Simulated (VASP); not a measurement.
A run of VASP 6.6.1:

The input POSCAR:

```
C
1.0
    2.4560000000      0.0000000000      0.0000000000
   -1.2280000000      2.1269583917      0.0000000000
    0.0000000000      0.0000000000      6.6960000000
C
4
Direct
    0.0000000000      0.0000000000      0.7500000000
    0.0000000000      0.0000000000      0.2500000000
    0.3333333333      0.6666666667      0.7500000000
    0.6666666667      0.3333333333      0.2500000000
```

Contents of INCAR.step1:

```
SYSTEM = C
ALGO = Normal
EDIFF = 1E-4
ENCUT = 600
GGA = PE
ISMEAR = 0
LASPH = .True.
LCHARG = .False.
LREAL = .False.
LWAVE = .True.
NELM = 80
PREC = Accurate
SIGMA = 0.1
```

INCAR.step2

```
SYSTEM = C
ALGO = Normal
BPARAM = 11.95
CPARAM = 0.0093
EDIFF = 1E-6
EDIFFG = -0.002
ENCUT = 600
IBRION = 2
ISIF = 3
ISMEAR = 0
ISTART = 1
IVDW_NL = 2
LASPH = .True.
LCHARG = .False.
LMIXTAU = .True.
LREAL = .False.
LUSE_VDW = .True.
LWAVE = .False.
METAGGA = R2SCAN
NELM = 80
NSW = 100
PREC = Accurate
SIGMA = 0.1
```

File KPOINTS:

```
k-points
0
Gamma
  21 21 6
  0 0 0
```

Potentials or basis: VASP PAW PBE potentials, release 64 (C).

The run is started by

```sh
$ cat potpaw_PBE.64/C/POTCAR > POTCAR
$ cp INCAR.step1 INCAR
$ mpirun -np 1 vasp_std > vasp.out
$ cp INCAR.step2 INCAR
$ mpirun -np 1 vasp_std > vasp.out
```

Hardware: 1 thread of Intel(R) Xeon(R) 6975P-C (Granite Rapids), with other jobs on the host.

Question: Estimate the wall time of this run.

Answer: Run time: 15 min on 1 thread of Intel(R) Xeon(R) 6975P-C (Granite Rapids), on a shared host, peak memory 0.31 GiB. Counts: k points 192, ion steps 10.
